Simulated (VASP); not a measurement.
# Hf2Mo (P6/mmm) in VASP: a series of runs

Runs on Hf2Mo. Level: PBE. Tasks: single point, relaxation of cell and atoms.

Everything below comes from runs of VASP 6.6.1. Logs are shortened: lines on timing, memory, paths and dates and some standing lists are left out, and cuts for length are marked.

### 1 The cell of the first run

The structure is hexagonal, space group P6/mmm (No. 191). The conventional cell has a = 4.870 Å, b = 4.870 Å, c = 2.837 Å, α = 90.00°, β = 90.00°, γ = 120.00°. Hf (site symmetry -6m2) has 5 Hf at 2.81 to 2.84 Å and 6 Mo at 3.15 Å within 3.7 Å. Mo (site symmetry 6/mmm) has 2 Mo at 2.84 Å and 12 Hf at 3.15 Å within 3.7 Å.

### 2 Single point, PBE

INCAR

```
ALGO     = Fast           # electronic algorithm
EDIFF    = 1E-7           # SCF threshold, eV
ENCUT    = 520            # plane-wave cutoff, eV
GGA      = PE             # functional
ISIF     = 2              # what is computed and relaxed
ISMEAR   = 0              # smearing method
LASPH    = True           # aspherical terms in the spheres
LCHARG   = False          # write CHGCAR
LREAL    = False          # projectors in reciprocal space
LWAVE    = False          # write WAVECAR
NBANDS   = 24             # bands
NELM     = 100            # most SCF steps
PREC     = Accurate       # precision mode
SIGMA    = 0.1            # smearing width, eV
```

KPOINTS

```
k-points
0
Gamma
  12 12 16
```

POSCAR

```
Hf2Mo
1.0
    4.8700184576      0.0000000000      0.0000000000
   -2.4350092288      4.2175597012      0.0000000000
    0.0000000000      0.0000000000      2.8369633804
Hf Mo
2 1
Direct
    0.3333333333      0.6666666667      0.5000000000
    0.6666666667      0.3333333333      0.5000000000
    0.0000000000      0.0000000000      0.0000000000
```

Potentials or basis: VASP PAW PBE potentials, release 64 (Hf_pv, Mo_sv).

On the command line:

```bash
> cat potpaw_PBE.64/Hf_pv/POTCAR potpaw_PBE.64/Mo_sv/POTCAR > POTCAR
> mpirun -np 1 vasp_std > vasp.out
```

OUTCAR:

```text
EDIFF = 1E-7
   ENCUT = 520
   GGA = PE
   ISIF = 2
   ISMEAR = 0
   LASPH = True
   LREAL = False
   NELM = 100
   PREC = Accurate

 ion  position               nearest neighbor table
   1  0.333  0.667  0.500-   2 2.81   2 2.81   2 2.81   3 3.15   3 3.15   3 3.15   3 3.15   3 3.15
                             3 3.15
   2  0.667  0.333  0.500-   1 2.81   1 2.81   1 2.81   3 3.15   3 3.15   3 3.15   3 3.15   3 3.15
                             3 3.15
   3  0.000  0.000  0.000-   1 3.15   2 3.15   1 3.15   2 3.15   2 3.15   2 3.15   1 3.15   1 3.15
                             2 3.15   2 3.15   1 3.15   1 3.15

  LATTYP: Found a hexagonal cell.
 ALAT       =     4.8700184576
 C/A-ratio  =     0.5825364740

  Lattice vectors:

 A1 = (   4.8700184576,   0.0000000000,   0.0000000000)
 A2 = (  -2.4350092288,   4.2175597012,   0.0000000000)
 A3 = (   0.0000000000,   0.0000000000,   2.8369633804)

Analysis of symmetry for initial positions (statically):
=====================================================================
 Subroutine PRICEL returns:
 Original cell was already a primitive cell.

 Routine SETGRP: Setting up the symmetry group for a
 hexagonal supercell.

 Subroutine GETGRP returns: Found 24 space group operations
 (whereof 24 operations were pure point group operations)
 out of a pool of 24 trial point group operations.

The static configuration has the point symmetry D_6h.

Analysis of symmetry for dynamics (positions and initial velocities):
=====================================================================
 Subroutine PRICEL returns:
 Original cell was already a primitive cell.

 Routine SETGRP: Setting up the symmetry group for a
 hexagonal supercell.

 Subroutine GETGRP returns: Found 24 space group operations
 (whereof 24 operations were pure point group operations)
 out of a pool of 24 trial point group operations.

The dynamic configuration has the point symmetry D_6h.

 Subroutine INISYM returns: Found 24 space group operations
 (whereof 24 operations are pure point group operations),
 and found     1 'primitive' translations

----------------------------------------------------------------------------------------

                                     Primitive cell

  volume of cell :      58.2701

  direct lattice vectors                    reciprocal lattice vectors
     4.870018458  0.000000000  0.000000000     0.205338031  0.118551967  0.000000000
    -2.435009229  4.217559701  0.000000000     0.000000000  0.237103935  0.000000000
     0.000000000  0.000000000  2.836963380     0.000000000  0.000000000  0.352489569

  length of vectors
     4.870018458  4.870018458  2.836963380     0.237103935  0.237103935  0.352489569

  position of ions in fractional coordinates (direct lattice)
     0.333333333  0.666666667  0.500000000
     0.666666667  0.333333333  0.500000000
     0.000000000  0.000000000  0.000000000

  ion indices of the primitive-cell ions
   primitive index   ion index
                 1           1
                 2           2
                 3           3

----------------------------------------------------------------------------------------

 KPOINTS: k-points

Automatic generation of k-mesh.
 Grid dimensions read from file:
 generate k-points for:   12   12   16

 Generating k-lattice:

  Cartesian coordinates                     Fractional coordinates (reciprocal lattice)
     0.017111503  0.009879331  0.000000000     0.083333333  0.000000000  0.000000000
     0.000000000  0.019758661  0.000000000     0.000000000  0.083333333  0.000000000
     0.000000000  0.000000000  0.022030598     0.000000000  0.000000000  0.062500000

  Length of vectors
     0.019758661  0.019758661  0.022030598

  Shift w.r.t. Gamma in fractional coordinates (k-lattice)
     0.000000000  0.000000000  0.000000000

 Subroutine IBZKPT returns following result:
 ===========================================

 Found    171 irreducible k-points:

 Following reciprocal coordinates:
            Coordinates               Weight
  0.000000  0.000000  0.000000      1.000000
  0.083333 -0.000000  0.000000      6.000000
  0.166667 -0.000000  0.000000      6.000000
  0.250000 -0.000000  0.000000      6.000000
  0.333333 -0.000000  0.000000      6.000000
  0.416667  0.000000  0.000000      6.000000
[... 16 lines left out ...]
  0.250000 -0.000000  0.062500     12.000000
  0.333333 -0.000000  0.062500     12.000000
 [... further k-points ...]
   k-points           NKPTS =    171   k-points in BZ     NKDIM =    171   number of bands    NBANDS=     24
   number of dos      NEDOS =    301   number of ions     NIONS =      3
   total plane-waves  NPLWV =  31104
   dimension x,y,z NGX =    36 NGY =   36 NGZ =   24
   dimension x,y,z NGXF=    72 NGYF=   72 NGZF=   48
   ions per type =               2   1
   NGX,Y,Z   is equivalent  to a cutoff of  12.29, 12.29, 14.06 a.u.
   NGXF,Y,Z  is equivalent  to a cutoff of  24.58, 24.58, 28.13 a.u.
 SYSTEM =  unknown system
   PREC   = accura    normal or accurate (medium, high low for compatibility)
   ISTART =      0    job   : 0-new  1-cont  2-samecut
   ICHARG =      2    charge: 1-file 2-atom 10-const
   ISPIN  =      1    spin polarized calculation?
   LNONCOLLINEAR =      F non collinear calculations
   LSORBIT =      F    spin-orbit coupling
   LASPH  =      T    aspherical Exc in radial PAW
   ENCUT  =  520.0 eV  38.22 Ry    6.18 a.u.   9.06  9.06  5.27*2*pi/ulx,y,z
   NELM   =    100;   NELMIN=  2; NELMDL= -5     # of ELM steps
   EDIFF  = 0.1E-06   stopping-criterion for ELM
   LREAL  =      F    real-space projection
   EDIFFG = 0.1E-05   stopping-criterion for IOM
   NSW    =      0    number of steps for IOM
   IBRION =     -1    ionic relax: 0-MD 1-quasi-New 2-CG
   NFREE  =      0    steps in history (QN), initial steepest desc. (CG)
   ISIF   =      2    stress and relaxation
   ISYM   =      2    0-nonsym 1-usesym 2-fastsym
   POTIM  = 0.5000    time-step for ionic-motion
   TEBEG  =    0.0;   TEEND  =   0.0 temperature during run
   PSTRESS=    0.0 pullay stress
   NELECT =      34.0000    total number of electrons
   NUPDOWN=      -1.0000    fix difference up-down
   EMIN   =  10.00;   EMAX   =-10.00  energy-range for DOS
   EFERMI =   0.00;   METHOD = LEGACY
   ISMEAR =     0;   SIGMA  =   0.10  broadening in eV -4-tet -1-fermi 0-gaus
   EFERMI_NEDOS =   21; number of points for ismear=-14 and -15
   IALGO  =     68    algorithm
   IMIX   =      4    mixing-type and parameters
     AMIX     =   0.40;   BMIX     =  1.00
     AMIX_MAG =   1.60;   BMIX_MAG =  1.00
  volume/ion in A,a.u.               =      19.42       131.08
  Fermi-wavevector in a.u.,A,eV,Ry     =   1.368000  2.585144 25.462251  1.871423
  Thomas-Fermi vector in A             =   2.494002
   LORBIT       =      0    0 simple, 1 ext, 2 COOP (PROOUT), +10 PAW based schemes
   GGA     = PE    functional components
   LHFCALC =     F    Hartree Fock is set to
   AEXX    =    0.0000 exact exchange contribution
   IVDW    =     0    specifies the selected vdW correction
   LEPSILON=     F    determine dielectric tensor
   LRPA    =     F    only Hartree local field effects (RPA)
 non-spin polarized calculation
 RMM-DIIS sequential band-by-band and
 Gauss-broadening in eV      SIGMA  =   0.10
  energy-cutoff  :      520.00
  volume of cell :       58.27
 maximum number of plane-waves:      1596
   NGX = 19   NGY = 19   NGZ = 11

 number of electron      34.0000001 magnetization

 Free energy of the ion-electron system (eV)
  ---------------------------------------------------
  ext. energy  EPLUGINS =         0.00000000
  ---------------------------------------------------
  free energy    TOTEN  =       -29.85014221 eV

  energy without entropy =      -29.83421273  energy(sigma->0) =      -29.84217747

 E-fermi :   6.7667     XC(G=0): -12.0261

 val. band max:        6.7656441345   @ k =   0.4167   0.1667   0.5000
 cond. band min:       6.7800794399   @ k =   0.3333  -0.0000   0.2500
 fundamental gap:      0.0144353054
 Fermi energy:         6.7667125822

 k-point     1 :       0.0000    0.0000    0.0000
  band No.  band energies     occupation
      1     -53.7912      2.00000
      2     -27.8494      2.00000
      3     -27.8494      2.00000
      4     -27.5109      2.00000
      5     -23.8771      2.00000
      6     -23.8771      2.00000
[... 16 lines left out ...]
     23      10.7733      0.00000
     24      10.7733      0.00000

 k-point     2 :       0.0833   -0.0000    0.0000
  band No.  band energies     occupation
      1     -53.7912      2.00000
      2     -27.8499      2.00000
      3     -27.8493      2.00000
      4     -27.5108      2.00000
      5     -23.8804      2.00000
      6     -23.8654      2.00000
[... 16 lines left out ...]
     23      10.8236      0.00000
     24      10.8603      0.00000

 k-point     3 :       0.1667   -0.0000    0.0000
  band No.  band energies     occupation
      1     -53.7912      2.00000
      2     -27.8511      2.00000
      3     -27.8487      2.00000
      4     -27.5107      2.00000
      5     -23.8891      2.00000
      6     -23.8330      2.00000
[... 16 lines left out ...]
     23      10.9578      0.00000
     24      11.0734      0.00000

 k-point     4 :       0.2500   -0.0000    0.0000
  band No.  band energies     occupation
      1     -53.7913      2.00000
      2     -27.8527      2.00000
      3     -27.8476      2.00000
      4     -27.5104      2.00000
      5     -23.9006      2.00000
      6     -23.7871      2.00000
[... 16 lines left out ...]
     23      11.1358      0.00000
     24      11.2678      0.00000

 k-point     5 :       0.3333   -0.0000    0.0000
  band No.  band energies     occupation
      1     -53.7913      2.00000
      2     -27.8543      2.00000
      3     -27.8462      2.00000
      4     -27.5101      2.00000
      5     -23.9117      2.00000
      6     -23.7387      2.00000
[... 16 lines left out ...]
     23      11.2418      0.00000
     24      11.3106      0.00000

 k-point     6 :       0.4167    0.0000    0.0000
  band No.  band energies     occupation
      1     -53.7913      2.00000
      2     -27.8555      2.00000
      3     -27.8450      2.00000
      4     -27.5099      2.00000
      5     -23.9196      2.00000
      6     -23.7005      2.00000
[... 16 lines left out ...]
     23      11.0596      0.00000
     24      11.4385      0.00000
[... 379 lines left out ...]
 k-point    21 :       0.0833   -0.0000    0.0625
  band No.  band energies     occupation
      1     -53.7885      2.00000
      2     -27.8467      2.00000
      3     -27.8461      2.00000
      4     -27.5366      2.00000
      5     -23.8746      2.00000
      6     -23.8597      2.00000
[... 16 lines left out ...]
     23      10.7148      0.00000
     24      10.7338      0.00000

 k-point    22 :       0.1667   -0.0000    0.0625
  band No.  band energies     occupation
      1     -53.7886      2.00000
      2     -27.8478      2.00000
      3     -27.8456      2.00000
      4     -27.5365      2.00000
      5     -23.8835      2.00000
      6     -23.8274      2.00000
[... 16 lines left out ...]
     23      10.8945      0.00000
     24      10.9298      0.00000

 k-point    23 :       0.2500   -0.0000    0.0625
  band No.  band energies     occupation
      1     -53.7886      2.00000
      2     -27.8494      2.00000
      3     -27.8446      2.00000
      4     -27.5363      2.00000
      5     -23.8952      2.00000
      6     -23.7817      2.00000
[... 16 lines left out ...]
     23      11.0876      0.00000
     24      11.1420      0.00000

 k-point    24 :       0.3333   -0.0000    0.0625
  band No.  band energies     occupation
      1     -53.7886      2.00000
      2     -27.8510      2.00000
      3     -27.8433      2.00000
      4     -27.5362      2.00000
      5     -23.9065      2.00000
      6     -23.7331      2.00000
[... 16 lines left out ...]
     23      11.0457      0.00000
     24      11.4112      0.00000

 [... further k-points ...]
[... 5 lines left out ...]
  --------------------------------------------------------------------------------------
  -------------------------------------------------------------------------------------
  Total       -0.2099710     -0.2099710     -0.1074787      0.0000000     -0.0000000      0.0000000
  in kB       -5.7733022     -5.7733022     -2.9552026      0.0000000     -0.0000000      0.0000000
  external PRESSURE =      -4.8339357 kB  Pullay stress =       0.0000000 kB

 VOLUME and BASIS-vectors are now :
 -----------------------------------------------------------------------------
  energy-cutoff  :      520.00
  volume of cell :       58.27
      direct lattice vectors                 reciprocal lattice vectors
     4.870018458  0.000000000  0.000000000     0.205338031  0.118551967  0.000000000
    -2.435009229  4.217559701  0.000000000     0.000000000  0.237103935  0.000000000
     0.000000000  0.000000000  2.836963380     0.000000000  0.000000000  0.352489569

 POSITION                                       TOTAL-FORCE (eV/Angst)
 -----------------------------------------------------------------------------------
     -0.00000      2.81171      1.41848         0.000000     -0.000000      0.000000
      2.43501      1.40585      1.41848        -0.000000      0.000000     -0.000000
      0.00000      0.00000      0.00000        -0.000000      0.000000      0.000000
 -----------------------------------------------------------------------------------
    total drift:                                0.000000      0.000000     -0.000000

  FREE ENERGIE OF THE ION-ELECTRON SYSTEM (eV)
  ---------------------------------------------------
  free  energy   TOTEN  =       -29.8501422075 eV

  energy  without entropy=      -29.8342127288  energy(sigma->0) =      -29.84217747
```

It took 89 s on 1 thread of Intel Xeon 6975P-C (Granite Rapids), shared host; peak memory 0.34 GiB.

Results:

| Property | Result |
| --- | --- |
| Free energy | -29.8501 eV |
| Pressure | -0.5 GPa |
| Band gap on the k mesh | zero (band 17 reaches 8.48 eV, above the bottom of band 18 at 6.13 eV) |

Stress tensor (GPa, compression positive):
```
-0.58  0.00  0.00
 0.00 -0.58  0.00
 0.00  0.00 -0.30
```

Levels at points of the mesh, in eV from the Fermi level:
| k point | band 15 | band 16 | band 17 | band 18 | band 19 | band 20 |
| --- | --- | --- | --- | --- | --- | --- |
| (0.00, 0.00, 0.00) | -0.92 | -0.67 | -0.67 | -0.17 | 1.56 | 1.56 |
| (0.50, 0.00, 0.00) | -1.02 | -0.62 | -0.58 | 0.04 | 1.23 | 1.37 |
| (0.00, 0.00, 0.50) | -2.65 | -1.50 | 1.16 | 1.16 | 2.43 | 2.43 |
| (0.50, 0.00, 0.50) | -0.56 | -0.52 | -0.50 | -0.01 | 1.21 | 1.65 |

Caveat: spin-orbit coupling is left out, which moves the levels of the heavy elements.

### 3 Relaxation of cell and atoms, PBE

INCAR

```
PREC = Accurate
ENCUT = 600
EDIFF = 1E-7
ISMEAR = 0
SIGMA = 0.1
LREAL = F
LASPH = T
NELM = 80
ALGO = Fast
ISIF = 3
LWAVE = F
LCHARG = F
GGA = PE
IBRION = 2
NSW = 100
EDIFFG = -0.01
```

KPOINTS

```
Automatic mesh
0
Gamma
  12 12 16
```

POSCAR

```
Hf2Mo
1.0
    4.8685385536      0.0000000000      0.0000000000
   -2.4342692768      4.2162780667      0.0000000000
    0.0000000000      0.0000000000      2.8406779335
Hf Mo
2 1
Direct
    0.3333333333      0.6666666667      0.5000000000
    0.6666666667      0.3333333333      0.5000000000
    0.0000000000      0.0000000000      0.0000000000
```

Potentials or basis: VASP PAW PBE potentials, release 64 (Hf_pv, Mo_sv).

On the command line:

```bash
> cat potpaw_PBE.64/Hf_pv/POTCAR potpaw_PBE.64/Mo_sv/POTCAR > POTCAR
> mpirun -np 1 vasp_std > vasp.out
```

Run time: 4.4 min. Hardware: 1 thread of Intel Xeon 6975P-C (Granite Rapids), shared host; peak memory 0.4 GiB.

Results (log left out):

```
Free energy                            : -29.8511 eV
Relaxed volume                         : 19.35 Å³/atom
Relaxed cell                           : a = 4.861 Å, b = 4.861 Å, c = 2.836 Å, α = 90.00°, β = 90.00°, γ = 120.00°
Space group after relaxing (to 0.05 Å) : P6/mmm (No. 191)
Energy gained by relaxing              : 0.2 meV/atom
Ionic steps                            : 3
Pressure after relaxing                : 0.0 GPa
Band gap on the k mesh                 : zero (band 17 reaches 8.52 eV, above the bottom of band 18 at 6.16 eV)
```

The path:
```csv
step,energy change (eV),largest force (eV/Å),pressure (GPa),volume (Å³)
1,0.0000,0.0000,-0.61,58.31
2,0.0005,0.0000,0.88,57.68
3,-0.0005,0.0000,0.01,58.05
```

Final structure:
```cif
data_structure
_symmetry_space_group_name_H-M 'P 1'
_symmetry_Int_Tables_number 1
_cell_length_a 4.8615
_cell_length_b 4.8615
_cell_length_c 2.8361
_cell_angle_alpha 90.000
_cell_angle_beta 90.000
_cell_angle_gamma 120.000
_cell_volume 58.05
loop_
_atom_site_label
_atom_site_type_symbol
_atom_site_fract_x
_atom_site_fract_y
_atom_site_fract_z
_atom_site_occupancy
Hf1 Hf 0.33333 0.66667 0.50000 1
Hf2 Hf 0.66667 0.33333 0.50000 1
Mo1 Mo 0.00000 0.00000 0.00000 1
```

Levels at points of the mesh, in eV from the Fermi level:
| k point | band 15 | band 16 | band 17 | band 18 | band 19 | band 20 |
| --- | --- | --- | --- | --- | --- | --- |
| (0.00, 0.00, 0.00) | -0.91 | -0.67 | -0.67 | -0.17 | 1.57 | 1.57 |
| (0.50, 0.00, 0.00) | -1.03 | -0.62 | -0.59 | 0.05 | 1.22 | 1.39 |
| (0.00, 0.00, 0.50) | -2.66 | -1.50 | 1.16 | 1.16 | 2.44 | 2.44 |
| (0.50, 0.00, 0.50) | -0.56 | -0.52 | -0.52 | -0.01 | 1.22 | 1.65 |

Caveat: spin-orbit coupling is left out, which moves the levels of the heavy elements.
